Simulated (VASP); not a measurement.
Here is a VASP 6.6.1 calculation.

INCAR

```
  PREC = Accurate
  ENCUT = 520
  EDIFF = 1E-6
  ISMEAR = 0
  SIGMA = 0.1
  LREAL = F
  LASPH = T
  NELM = 60
  ALGO = Normal
  ISIF = 2
  LWAVE = F
  LCHARG = F
  GGA = PE
  NBANDS = 20
```

File KPOINTS:

```
Automatic mesh
0
Gamma
  6 6 4
```

Contents of POSCAR:

```
Cu2H3
1.0
    4.1199923661      0.0000000035      0.0000000000
   -2.0599961861      3.5680180507      0.0000000000
    0.0000000000      0.0000000000      3.1474266307
Cu H
2 3
Direct
    0.3333333333      0.6666666667      0.5000000000
    0.6666666667      0.3333333333      0.5000000000
    0.3333333333      0.6666666667      0.0000000000
    0.6666666667      0.3333333333      0.0000000000
    0.0000000000      0.0000000000      0.5000000000
```

Potentials or basis: VASP PAW PBE potentials, release 64 (Cu, H).

Command:

```console
$ cat potpaw_PBE.64/Cu/POTCAR potpaw_PBE.64/H/POTCAR > POTCAR
$ mpirun -np 1 vasp_std > vasp.out
```

What does it give for the band gap on the k mesh?

Zero (an odd number of electrons rules out a gap without spin polarisation).

Estimate the pressure.

0.1 GPa.

Stress tensor (GPa, compression positive):
```
 0.13  0.00  0.00
 0.00  0.13  0.00
 0.00  0.00 -0.03
```

Caveat: the k points lie up to 0.50 Å⁻¹ apart, too coarse for converged energies and pressures of a metal.
